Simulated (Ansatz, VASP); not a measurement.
## La2Zr2O: VASP beside Ansatz

```
La Zr O
1.0
     5.19121    0.00000    0.00000
    -2.59560    4.49572    0.00000
     0.00000    0.00000    6.51948
La Zr O
2 2 1
Cartesian
  0.0000 2.9971 3.2597
  2.5956 1.4986 3.2597
  0.0000 0.0000 5.2567
  0.0000 0.0000 1.2628
  0.0000 0.0000 3.2597
```

Alike in both runs: functional PBE; k mesh 12 × 12 × 6; occupations gaussian, width 0.1 eV; no spin polarisation.

Ansatz relaxed the structure, and its values are those at the end. VASP's run is a single point on that final structure, the one shown.

|  | VASP | Ansatz |
| --- | --- | --- |
| version | VASP 6.6.1 | Ansatz 0.2.0 |
| potentials or method | VASP PAW PBE potentials, release 64 (La, Zr_sv, O), cutoff 520 eV | scalar-relativistic, plane waves, PAW |
| valence electrons in the cell | 52 | 52 |

|  | VASP | Ansatz | Ansatz less VASP |
| --- | --- | --- | --- |
| gap on the k mesh at the Fermi level (eV) | none | none | - |
| pressure (GPa) | 0.0 | 0.0 | -0.04 |

A gap of «none» marks a metal or a gap that the smearing closes. The functional is the same, so the differences come from potentials, cutoffs and numerics.

Neither program's run includes spin-orbit coupling.
